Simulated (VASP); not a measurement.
Input of a VASP 6.6.1 run:

Contents of INCAR:

```
SYSTEM = AlN
PREC = Accurate
ENCUT = 600
EDIFF = 1E-6
ISMEAR = 0
SIGMA = 0.02
LREAL = .FALSE.
LASPH = .TRUE.
NELM = 120
ALGO = Normal
ISIF = 2
LWAVE = .FALSE.
LCHARG = .FALSE.
GGA = PS
NBANDS = 11
GGA_COMPAT = .FALSE.
```

KPOINTS

```
regular mesh
0
G
  10 10 10
  0 0 0
```

POSCAR

```
AlN
1.0
    0.0000000000      2.1886939014      2.1886939014
    2.1886939014      0.0000000000      2.1886939014
    2.1886939014      2.1886939014      0.0000000000
Al N
1 1
Direct
    0.0000000000      0.0000000000      0.0000000000
    0.2500000000      0.2500000000      0.2500000000
```

Potentials or basis: VASP PAW PBE potentials, release 64 (Al, N).

Command:

```bash
$ cat potpaw_PBE.64/Al/POTCAR potpaw_PBE.64/N/POTCAR > POTCAR
$ mpirun -np 1 vasp_std > vasp.out
```

Task: What does it give for the band gap on the k mesh?

Result: 3.18 eV, indirect (least direct gap 4.08 eV).

Task: Predict the pressure.

Result: -0.1 GPa.

Caveat: the PAW data sets were made with another functional, which shifts forces and pressure a little. A k mesh can miss the band edges.
